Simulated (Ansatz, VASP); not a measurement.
## SiC: VASP beside Ansatz

```
Si C
1.0
     0.00000    2.16456    2.16456
     2.16456    0.00000    2.16456
     2.16456    2.16456    0.00000
Si C
1 1
Cartesian
  0.0000 0.0000 0.0000
  3.2468 3.2468 3.2468
```

Alike in both runs: functional LDA; k mesh 12 × 12 × 12; occupations gaussian, width 0.02 eV; no spin polarisation.

Ansatz relaxed the structure, and its values are those at the end. VASP's run is a single point on that final structure, the one shown.

|  | VASP | Ansatz |
| --- | --- | --- |
| version | VASP 6.6.1 | Ansatz 0.2.0 |
| potentials or method | VASP PAW LDA potentials, release 64 (Si, C), cutoff 520 eV | scalar-relativistic, plane waves, PAW |
| valence electrons in the cell | 8 | 8 |

VASP gave:

* gap on the k mesh at the Fermi level (eV): 1.29
* least direct gap on the mesh (eV): 4.52
* pressure (GPa): 0.4

Which values does Ansatz return?

gap on the k mesh at the Fermi level (eV): 1.30; least direct gap on the mesh (eV): 4.53; pressure (GPa): 0.0.

LDA's correlation is that of Perdew and Zunger in VASP and of Perdew and Wang (1992) in Ansatz.
